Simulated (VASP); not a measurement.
**Rh: single point with PBE**

Crystal: Rh.

```
Rh
1.0
     2.76566    0.00000    0.00000
    -1.38283    2.39513    0.00000
     0.00000    0.00000    4.38484
Rh
2
Direct
  0.66667 0.33333 0.75000
  0.33333 0.66667 0.25000
```

This cell differs from its parent crystal: strain +0.0150 x Voigt [1, 1, 0, 0, 0, 0].

```
Program             : VASP 6.6.1
Task                : single point
Functional          : PBE
Potentials or basis : VASP PAW PBE potentials, release 64 (Rh_pv)
Cutoff              : 520 eV
k mesh              : 24 × 24 × 14
Occupations         : gaussian, width 0.15 eV
Spin                : no spin polarisation
```

| Quantity | Value |
| --- | --- |
| Pressure | -6.7 GPa |
| Band gap on the k mesh | zero (bands 15 and 16 overlap by 2.21 eV) |

Stress tensor (GPa, compression positive):
```
-7.89  0.00  0.00
 0.00 -7.89  0.00
 0.00  0.00 -4.38
```

Levels at points of the mesh, in eV from the Fermi level:
```csv
k point,band 12,band 13,band 14,band 15,band 16,band 17,band 18,band 19
"(0.00, 0.00, 0.00)",-2.28,-2.28,-1.89,-1.89,0.11,0.11,0.98,8.38
"(0.50, 0.00, 0.00)",-2.05,-1.99,0.29,0.60,0.62,2.81,4.79,10.00
"(0.00, 0.00, 0.50)",-2.94,-2.91,-2.91,-0.41,-0.41,-0.41,-0.41,14.78
"(0.50, 0.00, 0.50)",-1.61,-0.29,-0.29,0.48,0.48,2.57,2.57,8.76
```

It took 8.4 min on 1 thread of AMD EPYC 7R43 64-Core Processor (Zen 3) (shared host), peak memory 0.3 GiB.

Caveat: the cell differs from its parent crystal (strain +0.0150 x Voigt [1, 1, 0, 0, 0, 0]); the cell stands under tension.
